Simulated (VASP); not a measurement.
Input of a VASP 6.6.1 run:

INCAR

```
SYSTEM = MoW3
ALGO = Normal
EDIFF = 1E-7
EDIFFG = -0.08
ENCUT = 500
GGA = PE
GGA_COMPAT = .False.
IBRION = 2
ISIF = 3
ISMEAR = 0
LASPH = .True.
LCHARG = .False.
LREAL = .False.
LWAVE = .False.
NELM = 120
NELMIN = 4
NSW = 36
PREC = Accurate
SIGMA = 0.2
```

File KPOINTS:

```
k-points
0
Gamma
  5 5 5
  0 0 0
```

POSCAR

```
MoW3
1.0
    0.0000000000      3.2100000000      3.2100000000
    3.2100000000      0.0000000000      3.2100000000
    3.2100000000      3.2100000000      0.0000000000
Mo W
1 3
Direct
    0.0000000000      0.0000000000      0.0000000000
    0.5000000000      0.5000000000      0.5000000000
    0.2500000000      0.2500000000      0.2500000000
    0.7500000000      0.7500000000      0.7500000000
```

Potentials or basis: VASP PAW PBE potentials, release 64 (Mo_sv, W_sv).

The run is started by

```bash
$ cat potpaw_PBE.64/Mo_sv/POTCAR potpaw_PBE.64/W_sv/POTCAR > POTCAR
$ mpirun -np 1 vasp_std > vasp.out
```

(1) What does it give for the band gap on the k mesh?

(2) Predict the space group after relaxing (to 0.1 Å).

Results:

(1) zero (bands 28 and 29 overlap by 0.40 eV).

(2) Fm-3m (No. 225).

Caveat: spin-orbit coupling is left out, which moves the levels of the heavy elements.
